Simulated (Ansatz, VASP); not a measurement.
# One calculation of Al, two programs

Contents of INCAR:

```
SYSTEM = Al
  ALGO = Fast
  EDIFF = 1E-7
  ENCUT = 520
  GGA = PE
  ISIF = 2
  ISMEAR = 0
  LASPH = .True.
  LCHARG = .True.
  LELF = .True.
  LREAL = .False.
  LVHAR = .True.
  LWAVE = .False.
  NBANDS = 18
  NELM = 60
  PREC = Accurate
  SIGMA = 0.15
```

The input KPOINTS:

```
k-points
0
Gamma
  19 19 4
  0 0 0
```

Contents of POSCAR:

```
Al
1.0
    2.0239800000     -2.0239800000      0.0000000000
    2.0239800000      0.0000000000     -2.0239800000
    9.2506205384      9.2506205384      9.2506205384
Al
6
Direct
    0.6666666667      0.6666666667      0.0729167373
    0.0000000000      0.0000000000      0.8022299734
    0.3333333333      0.3333333333      0.2187793845
    0.6666666667      0.6666666667      0.5105046789
    0.0000000000      0.0000000000      0.3646420317
    0.3333333333      0.3333333333      0.6563673261
```

Input for Ansatz:

```yaml
crystal:
  lattice:
    - [2.02398, -2.02398, 0.0]
    - [2.02398, 0.0, -2.02398]
    - [9.2506205384, 9.2506205384, 9.2506205384]
  atoms:
    - { symbol: Al, position: [0.6666666667, 0.6666666667, 0.0729167373] }
    - { symbol: Al, position: [0.0, 0.0, 0.8022299734] }
    - { symbol: Al, position: [0.3333333333, 0.3333333333, 0.2187793845] }
    - { symbol: Al, position: [0.6666666667, 0.6666666667, 0.5105046789] }
    - { symbol: Al, position: [0.0, 0.0, 0.3646420317] }
    - { symbol: Al, position: [0.3333333333, 0.3333333333, 0.6563673261] }
basis:
  ecutwfc: 420
kpoints:
  mp_grid: { grid: [19, 19, 4] }
hamiltonian:
  xc: pbe
scf:
  occupations: { method: gaussian, width: 0.15 }
output:
  forces: true
  stress: true
  eigenvalues: true
```

Alike in both runs: task single point; functional PBE; k mesh 19 × 19 × 4; occupations gaussian, width 0.15 eV; no spin polarisation.

|  | VASP | Ansatz |
| --- | --- | --- |
| version | VASP 6.6.1 | Ansatz 0.2.0 |
| potentials or method | VASP PAW PBE potentials, release 64 (Al), cutoff 520 eV | scalar-relativistic, plane waves, PAW |
| valence electrons in the cell | 18 | 18 |

|  | VASP | Ansatz | Ansatz less VASP |
| --- | --- | --- | --- |
| gap on the k mesh at the Fermi level (eV) | none | none | - |
| pressure (GPa) | -1.6 | -1.6 | +0.03 |
| traceless stress, the component that is largest in VASP (GPa) | 0.54 | 0.54 | -0.003 |
| rms of the force components (eV/Å) | 0.058 | 0.058 | +0.0003 |

Atom by atom the forces differ by 0.000 eV/Å (rms over components). A gap of «none» marks a metal or a gap that the smearing closes. The functional is the same, so the differences come from potentials, cutoffs and numerics.
